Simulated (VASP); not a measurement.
Wanted: the native input for a VASP 6.6.1 run.

```
Task                   : single point
Functional             : LDA
Potentials or basis    : VASP PAW LDA potentials, release 64 (Hg, Te)
Cutoff                 : 520 eV
k mesh                 : 12 × 12 × 12
Occupations            : gaussian, width 0.1 eV
Spin                   : no spin polarisation
Dipole correction      : no
Further INCAR settings : ALGO = Normal; EDIFF = 1e-06; NBANDS = 16
```

The structure of HgTe lies in POSCAR:

```
HgTe
1.0
    0.0000000000      3.2173559202      3.2173559202
    3.2173559202      0.0000000000      3.2173559202
    3.2173559202      3.2173559202      0.0000000000
Hg Te
1 1
Direct
    0.0000000000      0.0000000000      0.0000000000
    0.7500000000      0.7500000000      0.7500000000
```

These files were run (other wordings do the same):

INCAR

```
  PREC = Accurate
  ENCUT = 520
  EDIFF = 1E-6
  ISMEAR = 0
  SIGMA = 0.1
  LREAL = F
  LASPH = T
  NELM = 80
  ALGO = Normal
  ISIF = 2
  LWAVE = F
  LCHARG = T
  GGA = CA
  LELF = T
  LVHAR = T
  NBANDS = 16
```

KPOINTS

```
regular mesh
0
Gamma
  12 12 12
```

Potentials or basis: VASP PAW LDA potentials, release 64 (Hg, Te).

Run with:

```sh
$ cat potpaw_LDA.64/Hg/POTCAR potpaw_LDA.64/Te/POTCAR > POTCAR
$ mpirun -np 1 vasp_std > vasp.out
```

Results of the run:

```
Pressure               : 0.3 GPa
Band gap on the k mesh : zero (filled and empty bands touch)
```

Caveat: semilocal functionals underestimate gaps, so a narrow gap can read as zero; spin-orbit coupling is left out, which moves the levels of the heavy elements.

Wall time 2.5 min on 1 thread of AMD EPYC 7R43 64-Core Processor (Zen 3), on a shared host, peak memory 0.18 GiB.
